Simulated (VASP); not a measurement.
# Cd (P6_3/mmc) in VASP: further runs

Runs on Cd. Level: PBEsol. Tasks: single point.

Everything below comes from runs of VASP 6.6.1. Logs are shortened: lines on timing, memory, paths and dates and some standing lists are left out, and cuts for length are marked.

**1. The cell of the first run**

Symmetry: P6_3/mmc, No. 194, hexagonal system. Conventional cell: a = 2.927 Å, b = 2.927 Å, c = 5.727 Å, α = 90.00°, β = 90.00°, γ = 120.00°. Cd (site symmetry -6m2) has 12 Cd at 2.93 to 3.32 Å within 3.9 Å.

**2. Single point, PBEsol**

Contents of INCAR:

```
PREC = Accurate
ENCUT = 540
EDIFF = 1E-6
ISMEAR = -1
SIGMA = 0.1
LREAL = F
LASPH = T
NELM = 120
ALGO = Normal
ISIF = 2
LWAVE = F
LCHARG = F
GGA = PS
NBANDS = 27
GGA_COMPAT = F
```

Contents of KPOINTS:

```
regular mesh
0
Gamma
  12 12 6
```

Contents of POSCAR:

```
Cd
1.0
    2.9273670101      0.0000000000      0.0000000000
   -1.4636835050      2.5351741970      0.0000000000
    0.0000000000      0.0000000000      5.7268036448
Cd
2
Direct
    0.3333333333      0.6666666667      0.2500000000
    0.6666666667      0.3333333333      0.7500000000
```

Potentials or basis: VASP PAW PBE potentials, release 64 (Cd_sv_GW).

On the command line:

```bash
$ cat potpaw_PBE.64/Cd_sv_GW/POTCAR > POTCAR
$ mpirun -np 1 vasp_std > vasp.out
```

OUTCAR:

```text
PREC = Accurate
   ENCUT = 540
   EDIFF = 1E-6
   ISMEAR = -1
   LREAL = F
   LASPH = T
   NELM = 120
   ISIF = 2
   GGA = PS

 ion  position               nearest neighbor table
   1  0.333  0.667  0.250-
   2  0.667  0.333  0.750-

  LATTYP: Found a hexagonal cell.
 ALAT       =     2.9273670101
 C/A-ratio  =     1.9562984843

  Lattice vectors:

 A1 = (   2.9273670101,   0.0000000000,   0.0000000000)
 A2 = (  -1.4636835050,   2.5351741970,   0.0000000000)
 A3 = (   0.0000000000,   0.0000000000,   5.7268036448)

Analysis of symmetry for initial positions (statically):
=====================================================================
 Subroutine PRICEL returns:
 Original cell was already a primitive cell.

 Routine SETGRP: Setting up the symmetry group for a
 hexagonal supercell.

 Subroutine GETGRP returns: Found 24 space group operations
 (whereof 12 operations were pure point group operations)
 out of a pool of 24 trial point group operations.

The static configuration has the point symmetry D_3d.
 The point group associated with its full space group is D_6h.

Analysis of symmetry for dynamics (positions and initial velocities):
=====================================================================
 Subroutine PRICEL returns:
 Original cell was already a primitive cell.

 Routine SETGRP: Setting up the symmetry group for a
 hexagonal supercell.

 Subroutine GETGRP returns: Found 24 space group operations
 (whereof 12 operations were pure point group operations)
 out of a pool of 24 trial point group operations.

The dynamic configuration has the point symmetry D_3d.
 The point group associated with its full space group is D_6h.

 Subroutine INISYM returns: Found 24 space group operations
 (whereof 12 operations are pure point group operations),
 and found     1 'primitive' translations

----------------------------------------------------------------------------------------

                                     Primitive cell

  volume of cell :      42.5008

  direct lattice vectors                    reciprocal lattice vectors
     2.927367010  0.000000000  0.000000000     0.341603904  0.197225106  0.000000000
    -1.463683505  2.535174197  0.000000000     0.000000000  0.394450212  0.000000000
     0.000000000  0.000000000  5.726803645     0.000000000  0.000000000  0.174617476

  length of vectors
     2.927367010  2.927367010  5.726803645     0.394450212  0.394450212  0.174617476

  position of ions in fractional coordinates (direct lattice)
     0.333333333  0.666666667  0.250000000
     0.666666667  0.333333333  0.750000000

  ion indices of the primitive-cell ions
   primitive index   ion index
                 1           1
                 2           2

----------------------------------------------------------------------------------------

 KPOINTS: regular mesh

Automatic generation of k-mesh.
 Grid dimensions read from file:
 generate k-points for:   12   12    6

 Generating k-lattice:

  Cartesian coordinates                     Fractional coordinates (reciprocal lattice)
     0.028466992  0.016435426  0.000000000     0.083333333  0.000000000  0.000000000
     0.000000000  0.032870851  0.000000000     0.000000000  0.083333333  0.000000000
     0.000000000  0.000000000  0.029102913     0.000000000  0.000000000  0.166666667

  Length of vectors
     0.032870851  0.032870851  0.029102913

  Shift w.r.t. Gamma in fractional coordinates (k-lattice)
     0.000000000  0.000000000  0.000000000

 Subroutine IBZKPT returns following result:
 ===========================================

 Found     76 irreducible k-points:

 Following reciprocal coordinates:
            Coordinates               Weight
  0.000000  0.000000  0.000000      1.000000
  0.083333 -0.000000  0.000000      6.000000
  0.166667 -0.000000  0.000000      6.000000
  0.250000  0.000000  0.000000      6.000000
  0.333333 -0.000000  0.000000      6.000000
  0.416667 -0.000000  0.000000      6.000000
[... 16 lines left out ...]
  0.250000  0.000000  0.166667     12.000000
  0.333333 -0.000000  0.166667     12.000000
 [... further k-points ...]
   k-points           NKPTS =     76   k-points in BZ     NKDIM =     76   number of bands    NBANDS=     27
   number of dos      NEDOS =    301   number of ions     NIONS =      2
   total plane-waves  NPLWV =  27648
   dimension x,y,z NGX =    24 NGY =   24 NGZ =   48
   dimension x,y,z NGXF=    48 NGYF=   48 NGZF=   96
   ions per type =               2
   NGX,Y,Z   is equivalent  to a cutoff of  13.63, 13.63, 13.93 a.u.
   NGXF,Y,Z  is equivalent  to a cutoff of  27.26, 27.26, 27.87 a.u.
 SYSTEM =  unknown system
   PREC   = accura    normal or accurate (medium, high low for compatibility)
   ISTART =      0    job   : 0-new  1-cont  2-samecut
   ICHARG =      2    charge: 1-file 2-atom 10-const
   ISPIN  =      1    spin polarized calculation?
   LNONCOLLINEAR =      F non collinear calculations
   LSORBIT =      F    spin-orbit coupling
   LASPH  =      T    aspherical Exc in radial PAW
   ENCUT  =  540.0 eV  39.69 Ry    6.30 a.u.   5.55  5.55 10.85*2*pi/ulx,y,z
   NELM   =    120;   NELMIN=  2; NELMDL= -5     # of ELM steps
   EDIFF  = 0.1E-05   stopping-criterion for ELM
   LREAL  =      F    real-space projection
   EDIFFG = 0.1E-04   stopping-criterion for IOM
   NSW    =      0    number of steps for IOM
   IBRION =     -1    ionic relax: 0-MD 1-quasi-New 2-CG
   NFREE  =      0    steps in history (QN), initial steepest desc. (CG)
   ISIF   =      2    stress and relaxation
   ISYM   =      2    0-nonsym 1-usesym 2-fastsym
   POTIM  = 0.5000    time-step for ionic-motion
   TEBEG  =    0.0;   TEEND  =   0.0 temperature during run
   PSTRESS=    0.0 pullay stress
   NELECT =      40.0000    total number of electrons
   NUPDOWN=      -1.0000    fix difference up-down
   EMIN   =  10.00;   EMAX   =-10.00  energy-range for DOS
   EFERMI =   0.00;   METHOD = LEGACY
   ISMEAR =    -1;   SIGMA  =   0.10  broadening in eV -4-tet -1-fermi 0-gaus
   EFERMI_NEDOS =   21; number of points for ismear=-14 and -15
   IALGO  =     38    algorithm
   IMIX   =      4    mixing-type and parameters
     AMIX     =   0.40;   BMIX     =  1.00
     AMIX_MAG =   1.60;   BMIX_MAG =  1.00
  volume/ion in A,a.u.               =      21.25       143.40
  Fermi-wavevector in a.u.,A,eV,Ry     =   1.604338  3.031758 35.020020  2.573899
  Thomas-Fermi vector in A             =   2.700858
   LORBIT       =      0    0 simple, 1 ext, 2 COOP (PROOUT), +10 PAW based schemes
   GGA     = PS    functional components
   LHFCALC =     F    Hartree Fock is set to
   AEXX    =    0.0000 exact exchange contribution
   IVDW    =     0    specifies the selected vdW correction
   LEPSILON=     F    determine dielectric tensor
   LRPA    =     F    only Hartree local field effects (RPA)
 non-spin polarized calculation
  energy-cutoff  :      540.00
  volume of cell :       42.50
 maximum number of plane-waves:      1257
 NGX is ok and might be reduce to    24
   NGX = 11   NGY = 11   NGZ = 21

 number of electron      39.9999964 magnetization

 Free energy of the ion-electron system (eV)
  ---------------------------------------------------
  ext. energy  EPLUGINS =         0.00000000
  ---------------------------------------------------
  free energy    TOTEN  =        -2.52669923 eV

  energy without entropy =       -2.51447577  energy(sigma->0) =       -2.52058750

 E-fermi :   6.5130     XC(G=0): -11.5642

 val. band max:        6.4616712864   @ k =   0.1667   0.0833   0.1667
 cond. band min:       6.7584011254   @ k =   0.5000   0.0000   0.5000
 fundamental gap:      0.2967298391
 Fermi energy:         6.5129786063

 k-point     1 :       0.0000    0.0000    0.0000
  band No.  band energies     occupation
      1     -96.5031      2.00000
      2     -96.5023      2.00000
      3     -57.5843      2.00000
      4     -57.5674      2.00000
      5     -57.5469      2.00000
      6     -57.5469      2.00000
[... 19 lines left out ...]
     26      21.9669      0.00000
     27      21.9669      0.00000

 k-point     2 :       0.0833   -0.0000    0.0000
  band No.  band energies     occupation
      1     -96.5027      2.00000
      2     -96.5019      2.00000
      3     -57.5831      2.00000
      4     -57.5666      2.00000
      5     -57.5505      2.00000
      6     -57.5484      2.00000
[... 19 lines left out ...]
     26      20.6950      0.00000
     27      22.2748      0.00000

 k-point     3 :       0.1667   -0.0000    0.0000
  band No.  band energies     occupation
      1     -96.5016      2.00000
      2     -96.5009      2.00000
      3     -57.5811      2.00000
      4     -57.5658      2.00000
      5     -57.5621      2.00000
      6     -57.5605      2.00000
[... 19 lines left out ...]
     26      20.4887      0.00000
     27      20.5552      0.00000

 k-point     4 :       0.2500    0.0000    0.0000
  band No.  band energies     occupation
      1     -96.5002      2.00000
      2     -96.4995      2.00000
      3     -57.5782      2.00000
      4     -57.5778      2.00000
      5     -57.5766      2.00000
      6     -57.5650      2.00000
[... 19 lines left out ...]
     26      18.7398      0.00000
     27      20.1474      0.00000

 k-point     5 :       0.3333   -0.0000    0.0000
  band No.  band energies     occupation
      1     -96.4988      2.00000
      2     -96.4983      2.00000
      3     -57.5943      2.00000
      4     -57.5929      2.00000
      5     -57.5750      2.00000
      6     -57.5651      2.00000
[... 19 lines left out ...]
     26      19.8779      0.00000
     27      19.9581      0.00000

 k-point     6 :       0.4167   -0.0000    0.0000
  band No.  band energies     occupation
      1     -96.4977      2.00000
      2     -96.4973      2.00000
      3     -57.6064      2.00000
      4     -57.6047      2.00000
      5     -57.5724      2.00000
      6     -57.5653      2.00000
[... 444 lines left out ...]
      1     -96.5026      2.00000
      2     -96.5019      2.00000
      3     -57.5822      2.00000
      4     -57.5674      2.00000
      5     -57.5503      2.00000
      6     -57.5488      2.00000
[... 19 lines left out ...]
     26      21.8149      0.00000
     27      22.0783      0.00000

 k-point    22 :       0.1667   -0.0000    0.1667
  band No.  band energies     occupation
      1     -96.5016      2.00000
      2     -96.5009      2.00000
      3     -57.5801      2.00000
      4     -57.5670      2.00000
      5     -57.5619      2.00000
      6     -57.5605      2.00000
[... 19 lines left out ...]
     26      20.4576      0.00000
     27      21.7044      0.00000

 k-point    23 :       0.2500    0.0000    0.1667
  band No.  band energies     occupation
      1     -96.5002      2.00000
      2     -96.4996      2.00000
      3     -57.5791      2.00000
      4     -57.5771      2.00000
      5     -57.5761      2.00000
      6     -57.5659      2.00000
[... 19 lines left out ...]
     26      19.5001      0.00000
     27      20.2840      0.00000

 k-point    24 :       0.3333   -0.0000    0.1667
  band No.  band energies     occupation
      1     -96.4987      2.00000
      2     -96.4983      2.00000
      3     -57.5942      2.00000
      4     -57.5932      2.00000
      5     -57.5741      2.00000
      6     -57.5654      2.00000
[... 19 lines left out ...]
     26      18.6439      0.00000
     27      20.0011      0.00000

 [... further k-points ...]

------------------------ aborting loop because EDIFF is reached ----------------------------------------

  FORCE on cell =-STRESS in cart. coord.  units (eV):
  Direction    XX          YY          ZZ          XY          YZ          ZX
  --------------------------------------------------------------------------------------
  -------------------------------------------------------------------------------------
  Total       -0.5791874     -0.5791874     -0.5808649     -0.0000000      0.0000000      0.0000000
  in kB      -21.8339565    -21.8339565    -21.8971942     -0.0000000      0.0000000      0.0000000
  external PRESSURE =     -21.8550357 kB  Pullay stress =       0.0000000 kB

 VOLUME and BASIS-vectors are now :
 -----------------------------------------------------------------------------
  energy-cutoff  :      540.00
  volume of cell :       42.50
      direct lattice vectors                 reciprocal lattice vectors
     2.927367010  0.000000000  0.000000000     0.341603904  0.197225106  0.000000000
    -1.463683505  2.535174197  0.000000000     0.000000000  0.394450212  0.000000000
     0.000000000  0.000000000  5.726803645     0.000000000  0.000000000  0.174617476

 POSITION                                       TOTAL-FORCE (eV/Angst)
 -----------------------------------------------------------------------------------
     -0.00000      1.69012      1.43170         0.000000     -0.000000      0.000000
      1.46368      0.84506      4.29510        -0.000000      0.000000      0.000000
 -----------------------------------------------------------------------------------
    total drift:                                0.000000     -0.000000      0.000000

  FREE ENERGIE OF THE ION-ELECTRON SYSTEM (eV)
  ---------------------------------------------------
  free  energy   TOTEN  =        -2.5266992262 eV

  energy  without entropy=       -2.5144757725  energy(sigma->0) =       -2.52058750
```

Wall time 52 s (1 thread of Intel Xeon Platinum 8375C at 2.90GHz (Ice Lake), shared host); peak memory 0.23 GiB.

What came out:

* Free energy: -2.5267 eV
* Pressure: -2.2 GPa
* Band gap on the k mesh: zero (bands 20 and 21 overlap by 4.46 eV)

Caveat: the PAW data sets were made with another functional, which shifts forces and pressure a little.

**3. Single point, PBEsol (18.70 Å³/atom)**

This run uses another cell than the first one, of 18.70 Å³/atom.

Contents of INCAR:

```
PREC = Accurate
ENCUT = 520
EDIFF = 1E-7
ISMEAR = -1
SIGMA = 0.1
LREAL = False
LASPH = True
NELM = 80
ALGO = Normal
ISIF = 2
LWAVE = False
LCHARG = False
GGA = PS
NBANDS = 19
```

Contents of KPOINTS:

```
Automatic mesh
0
Gamma
  20 20 9
```

Contents of POSCAR:

```
Cd
1.0
    2.8052488838      0.0000000000      0.0000000000
   -1.4026244419      2.4294167973      0.0000000000
    0.0000000000      0.0000000000      5.4879041361
Cd
2
Direct
    0.3333333333      0.6666666667      0.2500000000
    0.6666666667      0.3333333333      0.7500000000
```

Potentials or basis: VASP PAW PBE potentials, release 64 (Cd).

On the command line:

```bash
$ cat potpaw_PBE.64/Cd/POTCAR > POTCAR
$ mpirun -np 1 vasp_std > vasp.out
```

Wall time 38 s (1 thread of Intel Xeon 6975P-C (Granite Rapids), shared host); peak memory 0.25 GiB.

The run converged. Its results:

```
Free energy            : -2.2227 eV
Pressure               : 12.2 GPa
Band gap on the k mesh : zero (bands 12 and 13 overlap by 4.84 eV)
```

Stress tensor (GPa, compression positive):
```
14.69  0.00  0.00
 0.00 14.69  0.00
 0.00  0.00  7.25
```

Levels at points of the mesh, in eV from the Fermi level:
```
           k point  band 8  band 9  band 10  band 11  band 12  band 13  band 14  band 15  band 16  band 17
(0.00, 0.00, 0.00)   -8.89   -8.89    -8.61    -8.61    -3.95    -3.35    10.34    15.29    15.53    16.75
(0.50, 0.00, 0.00)   -8.69   -8.21    -8.18    -2.70    -1.76     2.12     3.10     3.88     5.58     9.51
```

Caveat: the cell stands under pressure; the PAW data sets were made with another functional, which shifts forces and pressure a little.
